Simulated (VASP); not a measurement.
A run of VASP 6.6.1:

File INCAR:

```
  ALGO = Normal
  EDIFF = 1E-6
  ENCUT = 500
  GGA = PE
  GGA_COMPAT = False
  ISIF = 2
  ISMEAR = -1
  LASPH = True
  LCHARG = False
  LREAL = False
  LWAVE = False
  NBANDS = 11
  NELM = 120
  PREC = Accurate
  SIGMA = 0.02
```

Contents of KPOINTS:

```
k-points
0
Gamma
  6 6 6
```

POSCAR

```
Si
1.0
   -0.0407034000      2.6932083000      2.6932083000
    2.6932083000     -0.0407034000      2.6932083000
    2.6932083000      2.6932083000     -0.0407034000
Si
2
Direct
    0.7500000000      0.7500000000      0.7500000000
    0.5000000000      0.5000000000      0.5000000000
```

Potentials or basis: VASP PAW PBE potentials, release 64 (Si).

The run is started by

```bash
$ cat potpaw_PBE.64/Si/POTCAR > POTCAR
$ mpirun -np 1 vasp_std > vasp.out
```

Hardware: 1 thread of Intel(R) Xeon(R) Platinum 8488C (Sapphire Rapids), with other jobs on the host.

Problem. How long does it take, and how much memory?

Solution. Run time: 19 s on 1 thread of Intel(R) Xeon(R) Platinum 8488C (Sapphire Rapids) (shared host), peak memory 0.15 GiB. Counts: scf iterations 12, k points 32.
